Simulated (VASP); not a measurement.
Here is a VASP 6.6.1 calculation.

File INCAR:

```
ALGO     = Normal         # electronic algorithm
EDIFF    = 1E-6           # SCF threshold, eV
ENCUT    = 520            # plane-wave cutoff, eV
GGA      = PE             # functional
ISIF     = 2              # what is computed and relaxed
ISMEAR   = 0              # smearing method
ISPIN    = 2              # spin polarisation
LASPH    = T              # aspherical terms in the spheres
LCHARG   = F              # write CHGCAR
LDAU     = T              # DFT+U
LDAUJ    = 0 0          
LDAUL    = 2 -1           # shell
LDAUPRINT= 1            
LDAUTYPE = 2            
LDAUU    = 3.9 0          # U, eV
LMAXMIX  = 4              # l up to which the mixer works
LORBIT   = 11             # projections on sites
LREAL    = F              # projectors in reciprocal space
LWAVE    = F              # write WAVECAR
MAGMOM   = 4.76 0.18      # initial moments
NBANDS   = 20             # bands
NELM     = 150            # most SCF steps
PREC     = Accurate       # precision mode
SIGMA    = 0.05           # smearing width, eV
```

File KPOINTS:

```
k-points
0
Gamma
  12 12 12
```

The input POSCAR:

```
MnO
1.0
    1.6028713227      0.9254181914      2.6162228922
   -1.6028713227      0.9254181914      2.6162228922
    0.0000000000     -1.8508363775      2.6162228940
Mn O
1 1
Direct
    1.0000000000      0.0000000000      0.0000000000
    0.5000000000      0.5000000000      0.5000000000
```

Potentials or basis: VASP PAW PBE potentials, release 64 (Mn_pv, O).

Launch:

```sh
$ cat potpaw_PBE.64/Mn_pv/POTCAR potpaw_PBE.64/O/POTCAR > POTCAR
$ mpirun -np 1 vasp_std > vasp.out
```

Problem. What does it give for the net moment?

Solution. 5.00 μB per cell.

Problem. Predict the site moments.

Solution. Mn +4.63; O +0.14 μB.

Problem. Predict the band gap on the k mesh.

Solution. 0.10 eV (least direct gap 2.26 eV).

Problem. Predict the pressure.

Solution. -1.5 GPa.

Eigenvalues of the final occupation matrices:
```tsv
site	spin	trace	eigenvalues
site 1 d	1	4.77	0.94 0.94 0.94 0.97 0.97
site 1 d	2	0.18	0.02 0.02 0.02 0.07 0.07
```

Caveat: a cell with one magnetic atom can't hold antiferromagnetic order, which such compounds often take. A k mesh can miss the band edges.
